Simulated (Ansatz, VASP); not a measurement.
## Yb: VASP beside Ansatz

```xyz
1
Lattice="0.0000 2.4570 2.4570 2.4570 0.0000 2.4570 2.4570 2.4570 0.0000" Properties=species:S:1:pos:R:3 pbc="T T T"
Yb    0.0000    0.0000    0.0000
```

Alike in both runs: task single point; functional LDA; k mesh 11 × 11 × 11; occupations gaussian, width 1 eV; no spin polarisation.

```csv
,VASP,Ansatz
version,VASP 6.6.1,Ansatz 0.2.0
potentials or method,"VASP PAW PBE potentials, release 64 (Yb), cutoff 520 eV","plane waves (420 eV) with PAW, scalar-relativistic"
valence electrons in the cell,24,24
```

Ansatz gave:

- pressure (GPa): 0.8

**Question.** Estimate VASP's values.

**Answer.** Pressure (GPa): 1.1.

VASP's potentials were made for PBE, not for LDA, and Ansatz warns of the same on its side. LDA's correlation is that of Perdew and Zunger in VASP and of Perdew and Wang (1992) in Ansatz.

Neither program's run includes spin-orbit coupling.
